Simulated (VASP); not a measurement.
Here is a VASP 6.6.1 calculation.

INCAR

```
  ALGO = Normal
  EDIFF = 1E-7
  ENCUT = 520
  GGA = PE
  ISIF = 2
  ISMEAR = 0
  LASPH = T
  LCHARG = F
  LREAL = F
  LWAVE = F
  NBANDS = 15
  NELM = 80
  PREC = Accurate
  SIGMA = 0.01
```

KPOINTS

```
k-points
0
Gamma
  4 4 4
```

Contents of POSCAR:

```
KCl
1.0
    3.8929020411      0.0000000000      0.0000000000
    0.0000000000      3.8929020411      0.0000000000
    0.0000000000      0.0000000000      3.8929020411
K Cl
1 1
Direct
    0.0000000000      0.0000000000      0.0000000000
    0.5000000000      0.5000000000      0.5000000000
```

Potentials or basis: VASP PAW PBE potentials, release 64 (K_sv, Cl).

Launch:

```sh
$ cat potpaw_PBE.64/K_sv/POTCAR potpaw_PBE.64/Cl/POTCAR > POTCAR
$ mpirun -np 1 vasp_std > vasp.out
```

Problem. What does it give for the band gap on the k mesh?

Solution. 4.63 eV, indirect (least direct gap 4.82 eV).

Problem. Estimate the pressure.

Solution. -0.7 GPa.

 A k mesh can miss the band edges.
